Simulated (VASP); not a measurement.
# Sr2Si4Bi (P4/mmm) in VASP: a series of runs

The runs below take Sr2Si4Bi through single point, with PBE+D3(BJ).

Program: VASP 6.6.1. These are calculated values, not measurements. Logs are shortened: lines on timing, memory, paths and dates and some standing lists are left out, and cuts for length are marked.

## (1) The cell of the first run

The structure is tetragonal, space group P4/mmm (No. 123). Conventional cell: a = 4.313 Å, b = 4.313 Å, c = 10.081 Å, α = 90.00°, β = 90.00°, γ = 90.00°. Within 4.0 Å of Sr (site symmetry 4mm) lie 8 Si at 3.07 to 3.64 Å and 1 Bi at 3.16 Å and 1 Sr at 3.75 Å. Si (site symmetry 4mm) has 2 Si at 2.32 to 2.34 Å within 3.1 Å. Within 3.1 Å of Si (site symmetry 4mm) lie 2 Si at 2.32 to 3.09 Å and 4 Sr at 3.07 Å. Bi (site symmetry 4/mmm) has 2 Sr at 3.16 Å and 8 Si at 3.27 Å and 4 Bi at 4.31 Å within 4.4 Å.

## (2) Single point, PBE+D3(BJ)

The input, INCAR:

```
PREC = Accurate
ENCUT = 520
EDIFF = 1E-6
ISMEAR = 0
SIGMA = 0.1
LREAL = False
LASPH = True
NELM = 100
ALGO = Normal
ISIF = 2
LWAVE = False
LCHARG = False
GGA = PE
IVDW = 12
NBANDS = 34
```

The input, KPOINTS:

```
Automatic mesh
0
Gamma
  4 4 2
```

The input, POSCAR:

```
Sr2Si4Bi
1.0
    4.3133872385      0.0000000000      0.0000000000
    0.0000000000      4.3133872385      0.0000000000
    0.0000000000      0.0000000000     10.0810814879
Sr Si Bi
2 4 1
Direct
    0.0000000000      0.0000000000      0.6861979188
    0.0000000000      0.0000000000      0.3138020812
    0.5000000000      0.5000000000      0.8838920003
    0.5000000000      0.5000000000      0.6532927120
    0.5000000000      0.5000000000      0.3467072880
    0.5000000000      0.5000000000      0.1161079997
    0.0000000000      0.0000000000      0.0000000000
```

Potentials or basis: VASP PAW PBE potentials, release 64 (Sr_sv, Si, Bi_d).

Command:

```
$ cat potpaw_PBE.64/Sr_sv/POTCAR potpaw_PBE.64/Si/POTCAR potpaw_PBE.64/Bi_d/POTCAR > POTCAR
$ mpirun -np 1 vasp_std > vasp.out
```

OUTCAR:

```text
PREC = Accurate
   ENCUT = 520
   EDIFF = 1E-6
   ISMEAR = 0
   LREAL = False
   LASPH = True
   NELM = 100
   ISIF = 2
   GGA = PE
   IVDW = 12
 IVDW          = 12

 ion  position               nearest neighbor table
   1  0.000  0.000  0.686-   4 3.07   4 3.07   4 3.07   4 3.07   7 3.16   3 3.64   3 3.64   3 3.64
                             3 3.64   2 3.75
   2  0.000  0.000  0.314-   5 3.07   5 3.07   5 3.07   5 3.07   7 3.16   6 3.64   6 3.64   6 3.64
                             6 3.64   1 3.75
   3  0.500  0.500  0.884-   4 2.32   6 2.34   7 3.27   7 3.27   7 3.27   7 3.27   1 3.64   1 3.64
                             1 3.64   1 3.64
   4  0.500  0.500  0.653-   3 2.32   1 3.07   1 3.07   1 3.07   1 3.07   5 3.09
   5  0.500  0.500  0.347-   6 2.32   2 3.07   2 3.07   2 3.07   2 3.07   4 3.09
   6  0.500  0.500  0.116-   5 2.32   3 2.34   7 3.27   7 3.27   7 3.27   7 3.27   2 3.64   2 3.64
                             2 3.64   2 3.64
   7  0.000  0.000  0.000-   1 3.16   2 3.16   3 3.27   6 3.27   3 3.27   6 3.27   3 3.27   6 3.27
                             3 3.27   6 3.27

  LATTYP: Found a simple tetragonal cell.
 ALAT       =     4.3133872385
 C/A-ratio  =     2.3371612449

  Lattice vectors:

 A1 = (   4.3133872385,   0.0000000000,   0.0000000000)
 A2 = (   0.0000000000,   4.3133872385,   0.0000000000)
 A3 = (   0.0000000000,   0.0000000000,  10.0810814879)

Analysis of symmetry for initial positions (statically):
=====================================================================
 Subroutine PRICEL returns:
 Original cell was already a primitive cell.

 Routine SETGRP: Setting up the symmetry group for a
 simple tetragonal supercell.

 Subroutine GETGRP returns: Found 16 space group operations
 (whereof 16 operations were pure point group operations)
 out of a pool of 16 trial point group operations.

The static configuration has the point symmetry D_4h.

Analysis of symmetry for dynamics (positions and initial velocities):
=====================================================================
 Subroutine PRICEL returns:
 Original cell was already a primitive cell.

 Routine SETGRP: Setting up the symmetry group for a
 simple tetragonal supercell.

 Subroutine GETGRP returns: Found 16 space group operations
 (whereof 16 operations were pure point group operations)
 out of a pool of 16 trial point group operations.

The dynamic configuration has the point symmetry D_4h.

 Subroutine INISYM returns: Found 16 space group operations
 (whereof 16 operations are pure point group operations),
 and found     1 'primitive' translations

----------------------------------------------------------------------------------------

                                     Primitive cell

  volume of cell :     187.5616

  direct lattice vectors                    reciprocal lattice vectors
     4.313387238  0.000000000  0.000000000     0.231836361  0.000000000  0.000000000
     0.000000000  4.313387238  0.000000000     0.000000000  0.231836361  0.000000000
     0.000000000  0.000000000 10.081081488     0.000000000  0.000000000  0.099195706

  length of vectors
     4.313387238  4.313387238 10.081081488     0.231836361  0.231836361  0.099195706

  position of ions in fractional coordinates (direct lattice)
     0.000000000  0.000000000  0.686197919
     0.000000000  0.000000000  0.313802081
     0.500000000  0.500000000  0.883892000
     0.500000000  0.500000000  0.653292712
     0.500000000  0.500000000  0.346707288
     0.500000000  0.500000000  0.116108000
     0.000000000  0.000000000  0.000000000

  ion indices of the primitive-cell ions
   primitive index   ion index
                 1           1
                 2           2
                 3           3
                 4           4
                 5           5
                 6           6
                 7           7

----------------------------------------------------------------------------------------

 KPOINTS: Automatic mesh

Automatic generation of k-mesh.
 Grid dimensions read from file:
 generate k-points for:    4    4    2

 Generating k-lattice:

  Cartesian coordinates                     Fractional coordinates (reciprocal lattice)
     0.057959090  0.000000000  0.000000000     0.250000000  0.000000000  0.000000000
     0.000000000  0.057959090  0.000000000     0.000000000  0.250000000  0.000000000
     0.000000000  0.000000000  0.049597853     0.000000000  0.000000000  0.500000000

  Length of vectors
     0.057959090  0.057959090  0.049597853

  Shift w.r.t. Gamma in fractional coordinates (k-lattice)
     0.000000000  0.000000000  0.000000000

 Subroutine IBZKPT returns following result:
 ===========================================

 Found     12 irreducible k-points:

 Following reciprocal coordinates:
            Coordinates               Weight
  0.000000  0.000000  0.000000      1.000000
  0.250000  0.000000  0.000000      4.000000
  0.500000  0.000000  0.000000      2.000000
  0.250000  0.250000  0.000000      4.000000
  0.500000  0.250000  0.000000      4.000000
  0.500000  0.500000  0.000000      1.000000
  0.000000  0.000000  0.500000      1.000000
  0.250000  0.000000  0.500000      4.000000
  0.500000  0.000000  0.500000      2.000000
  0.250000  0.250000  0.500000      4.000000
  0.500000  0.250000  0.500000      4.000000
  0.500000  0.500000  0.500000      1.000000
   k-points           NKPTS =     12   k-points in BZ     NKDIM =     12   number of bands    NBANDS=     34
   number of dos      NEDOS =    301   number of ions     NIONS =      7
   total plane-waves  NPLWV =  81920
   dimension x,y,z NGX =    32 NGY =   32 NGZ =   80
   dimension x,y,z NGXF=    64 NGYF=   64 NGZF=  160
   ions per type =               2   4   1
   NGX,Y,Z   is equivalent  to a cutoff of  12.33, 12.33, 13.19 a.u.
   NGXF,Y,Z  is equivalent  to a cutoff of  24.67, 24.67, 26.39 a.u.
 SYSTEM =  unknown system
   PREC   = accura    normal or accurate (medium, high low for compatibility)
   ISTART =      0    job   : 0-new  1-cont  2-samecut
   ICHARG =      2    charge: 1-file 2-atom 10-const
   ISPIN  =      1    spin polarized calculation?
   LNONCOLLINEAR =      F non collinear calculations
   LSORBIT =      F    spin-orbit coupling
   LASPH  =      T    aspherical Exc in radial PAW
   ENCUT  =  520.0 eV  38.22 Ry    6.18 a.u.   8.02  8.02 18.74*2*pi/ulx,y,z
   NELM   =    100;   NELMIN=  2; NELMDL= -5     # of ELM steps
   EDIFF  = 0.1E-05   stopping-criterion for ELM
   LREAL  =      F    real-space projection
   EDIFFG = 0.1E-04   stopping-criterion for IOM
   NSW    =      0    number of steps for IOM
   IBRION =     -1    ionic relax: 0-MD 1-quasi-New 2-CG
   NFREE  =      0    steps in history (QN), initial steepest desc. (CG)
   ISIF   =      2    stress and relaxation
   ISYM   =      2    0-nonsym 1-usesym 2-fastsym
   POTIM  = 0.5000    time-step for ionic-motion
   TEBEG  =    0.0;   TEEND  =   0.0 temperature during run
   PSTRESS=    0.0 pullay stress
   NELECT =      51.0000    total number of electrons
   NUPDOWN=      -1.0000    fix difference up-down
   EMIN   =  10.00;   EMAX   =-10.00  energy-range for DOS
   EFERMI =   0.00;   METHOD = LEGACY
   ISMEAR =     0;   SIGMA  =   0.10  broadening in eV -4-tet -1-fermi 0-gaus
   EFERMI_NEDOS =   21; number of points for ismear=-14 and -15
   IALGO  =     38    algorithm
   IMIX   =      4    mixing-type and parameters
     AMIX     =   0.40;   BMIX     =  1.00
     AMIX_MAG =   1.60;   BMIX_MAG =  1.00
  volume/ion in A,a.u.               =      26.79       180.82
  Fermi-wavevector in a.u.,A,eV,Ry     =   1.060597  2.004237 15.304718  1.124865
  Thomas-Fermi vector in A             =   2.195983
   LORBIT       =      0    0 simple, 1 ext, 2 COOP (PROOUT), +10 PAW based schemes
   GGA     = PE    functional components
   LHFCALC =     F    Hartree Fock is set to
   AEXX    =    0.0000 exact exchange contribution
   IVDW    =    12    specifies the selected vdW correction
   LEPSILON=     F    determine dielectric tensor
   LRPA    =     F    only Hartree local field effects (RPA)
 non-spin polarized calculation
 Gauss-broadening in eV      SIGMA  =   0.10
  energy-cutoff  :      520.00
  volume of cell :      187.56
 maximum number of plane-waves:      5096
   NGX = 17   NGY = 17   NGZ = 37

 number of electron      51.0000007 magnetization

 Free energy of the ion-electron system (eV)
  ---------------------------------------------------
  ext. energy  EPLUGINS =         0.00000000
  ---------------------------------------------------
  free energy    TOTEN  =       -27.43129450 eV

  energy without entropy =      -27.40108438  energy(sigma->0) =      -27.41618944

 E-fermi :   4.5463     XC(G=0):  -9.2430

 val. band max:        4.5440523098   @ k =   0.5000   0.0000   0.5000
 cond. band min:       4.5503634302   @ k =   0.5000   0.0000   0.0000
 fundamental gap:      0.0063111203
 Fermi energy:         4.5463194477

 k-point     1 :       0.0000    0.0000    0.0000
  band No.  band energies     occupation
      1     -30.4041      2.00000
      2     -30.3904      2.00000
      3     -17.9788      2.00000
      4     -17.9721      2.00000
      5     -17.9245      2.00000
      6     -17.8972      2.00000
[... 26 lines left out ...]
     33       7.9310      0.00000
     34       8.0855      0.00000

 k-point     2 :       0.2500    0.0000    0.0000
  band No.  band energies     occupation
      1     -30.4015      2.00000
      2     -30.3879      2.00000
      3     -17.9751      2.00000
      4     -17.9730      2.00000
      5     -17.9215      2.00000
      6     -17.8999      2.00000
[... 26 lines left out ...]
     33       7.5677      0.00000
     34       7.7056      0.00000
[... 331 lines left out ...]
     33       8.7947      0.00000
     34       8.8401      0.00000

 k-point    12 :       0.5000    0.5000    0.5000
  band No.  band energies     occupation
      1     -30.3936      2.00000
      2     -30.3808      2.00000
      3     -17.9869      2.00000
      4     -17.9541      2.00000
      5     -17.9142      2.00000
      6     -17.9017      2.00000
[... 26 lines left out ...]
     33       9.2779      0.00000
     34       9.2935      0.00000

------------------------ aborting loop because EDIFF is reached ----------------------------------------

 Edisp (eV)   -2.27947

 E8    (eV) :    -1.0837

  FORCE on cell =-STRESS in cart. coord.  units (eV):
  Direction    XX          YY          ZZ          XY          YZ          ZX
  --------------------------------------------------------------------------------------
  -------------------------------------------------------------------------------------
  Total      -0.01307    -0.01307     0.01831     0.00000     0.00000    -0.00000
  in kB      -0.11165    -0.11165     0.15639     0.00000     0.00000    -0.00000
  external pressure =       -0.02 kB  Pullay stress =        0.00 kB

 VOLUME and BASIS-vectors are now :
 -----------------------------------------------------------------------------
  energy-cutoff  :      520.00
  volume of cell :      187.56
      direct lattice vectors                 reciprocal lattice vectors
     4.313387238  0.000000000  0.000000000     0.231836361  0.000000000  0.000000000
     0.000000000  4.313387238  0.000000000     0.000000000  0.231836361  0.000000000
     0.000000000  0.000000000 10.081081488     0.000000000  0.000000000  0.099195706

 POSITION                                       TOTAL-FORCE (eV/Angst)
 -----------------------------------------------------------------------------------
      0.00000      0.00000      6.91762         0.000000      0.000000      0.022853
      0.00000      0.00000      3.16346        -0.000000      0.000000     -0.022853
      2.15669      2.15669      8.91059         0.000000     -0.000000      0.008820
      2.15669      2.15669      6.58590         0.000000     -0.000000     -0.027584
      2.15669      2.15669      3.49518         0.000000      0.000000      0.027584
      2.15669      2.15669      1.17049         0.000000      0.000000     -0.008820
      0.00000      0.00000      0.00000         0.000000      0.000000      0.000000
 -----------------------------------------------------------------------------------
    total drift:                               -0.000000     -0.000000     -0.000000

  FREE ENERGIE OF THE ION-ELECTRON SYSTEM (eV)
  ---------------------------------------------------
  free  energy   TOTEN  =       -29.7107648416 eV

  energy  without entropy=      -29.6805547234  energy(sigma->0) =      -29.69565978
```

Wall time 43 s (1 thread of Intel Xeon 6975P-C (Granite Rapids), shared host); peak memory 0.32 GiB.

What came out:

| Property | Result |
| --- | --- |
| Free energy | -29.7108 eV |
| Pressure | 0.0 GPa |
| Largest force | 0.028 eV/Å |
| Band gap on the k mesh | zero (an odd number of electrons rules out a gap without spin polarisation) |
| Dispersion energy per atom | -0.326 eV |

Forces in eV/Å, atoms in the order of the input:
```
Sr   0.000  0.000  0.023
Sr   0.000  0.000 -0.023
Si   0.000  0.000  0.009
Si   0.000  0.000 -0.028
Si   0.000  0.000  0.028
Si   0.000  0.000 -0.009
Bi   0.000  0.000  0.000
```

Caveat: the k points lie up to 0.36 Å⁻¹ apart, too coarse for converged energies and pressures of a metal; spin-orbit coupling is left out, which moves the levels of the heavy elements.

(Part 1 of 2 ends here.)
